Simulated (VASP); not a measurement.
A run of VASP 6.6.1:

INCAR

```
PREC = Accurate
ENCUT = 500
EDIFF = 1E-7
ISMEAR = -1
SIGMA = 0.05
LREAL = F
LASPH = T
NELM = 120
ALGO = Normal
ISIF = 3
LWAVE = F
LCHARG = F
GGA = PS
IBRION = 2
NSW = 100
EDIFFG = -0.002
GGA_COMPAT = F
NELMIN = 4
```

File KPOINTS:

```
Automatic mesh
0
Gamma
  10 10 10
```

The input POSCAR:

```
AgI
1.0
    3.2365000000      3.2365000000      0.0000000000
   -3.2365000000      3.2365000000      0.0000000000
    0.0000000000      3.2365000000      3.2365000000
Ag I
1 1
Direct
    0.0000000000      0.0000000000      0.0000000000
    0.7500000000      0.2500000000      0.5000000000
```

Potentials or basis: VASP PAW PBE potentials, release 64 (Ag, I).

Run with:

```console
$ cat potpaw_PBE.64/Ag/POTCAR potpaw_PBE.64/I/POTCAR > POTCAR
$ mpirun -np 1 vasp_std > vasp.out
```

Hardware: 1 thread of Intel(R) Xeon(R) 6975P-C (Granite Rapids), on a shared host.

Task: How long does it take, and how much memory?

Result: Wall time 30 s on 1 thread of Intel(R) Xeon(R) 6975P-C (Granite Rapids), with other jobs on the host, peak memory 0.23 GiB. Counts: scf iterations 23, k points 47, ion steps 2.
